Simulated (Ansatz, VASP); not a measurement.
P: VASP beside Ansatz

Contents of INCAR:

```
PREC     = Accurate       # precision mode
ENCUT    = 520            # plane-wave cutoff, eV
EDIFF    = 1E-6           # SCF threshold, eV
ISMEAR   = -1             # smearing method
SIGMA    = 0.05           # smearing width, eV
LREAL    = False          # projectors in reciprocal space
LASPH    = True           # aspherical terms in the spheres
NELM     = 60             # most SCF steps
ALGO     = Normal         # electronic algorithm
ISIF     = 2              # what is computed and relaxed
LWAVE    = False          # write WAVECAR
LCHARG   = False          # write CHGCAR
GGA      = PE             # functional
IVDW     = 12             # dispersion correction
NBANDS   = 18             # bands
```

File KPOINTS:

```
regular mesh
0
Gamma
  8 8 6
```

The input POSCAR:

```
P
1.0
    1.6586556482     -5.5012310827      0.0000000000
    1.6586556482      5.5012310827      0.0000000000
    0.0000000000      0.0000000000      4.5737267689
P
4
Direct
    0.9041431300      0.0958568700      0.5888151700
    0.0958568700      0.9041431300      0.4111848300
    0.5958568700      0.4041431300      0.0888151700
    0.4041431300      0.5958568700      0.9111848300
```

The input input.yaml:

```yaml
crystal:
  lattice:
    - [1.6586556482, -5.5012310827, 0.0]
    - [1.6586556482, 5.5012310827, 0.0]
    - [0.0, 0.0, 4.5737267689]
  atoms:
    - { symbol: P, position: [0.90414313, 0.09585687, 0.58881517] }
    - { symbol: P, position: [0.09585687, 0.90414313, 0.41118483] }
    - { symbol: P, position: [0.59585687, 0.40414313, 0.08881517] }
    - { symbol: P, position: [0.40414313, 0.59585687, 0.91118483] }
hamiltonian:
  xc: pbe
  pseudopotentials: { kind: paw }
  dispersion: d3bj
kpoints:
  mp_grid: { grid: [8, 8, 6] }
scf:
  occupations: { method: fermi_dirac, width: 0.05 }
output:
  forces: true
  stress: true
  eigenvalues: true
```

Alike in both runs: task single point; functional PBE; dispersion D3(BJ); k mesh 8 × 8 × 6; occupations fermi-dirac, width 0.05 eV; no spin polarisation.

|  | VASP | Ansatz |
| --- | --- | --- |
| version | VASP 6.6.1 | Ansatz 0.2.0 |
| potentials or method | VASP PAW PBE potentials, release 64 (P) | Ansatz PAW |
| plane-wave cutoff (eV) | 520 | 420 |
| valence electrons in the cell | 20 | 20 |

|  | VASP | Ansatz | Ansatz less VASP |
| --- | --- | --- | --- |
| gap on the k mesh at the Fermi level (eV) | 0.15 | 0.13 | -0.016 |
| least direct gap on the mesh (eV) | 0.15 | 0.13 | -0.016 |
| pressure (GPa) | -2.5 | -2.1 | +0.32 |
| traceless stress, the component that is largest in VASP (GPa) | -0.45 | -0.45 | +0.001 |
| rms of the force components (eV/Å) | 0.093 | 0.117 | +0.0235 |

Atom by atom the forces differ by 0.029 eV/Å (rms over components).
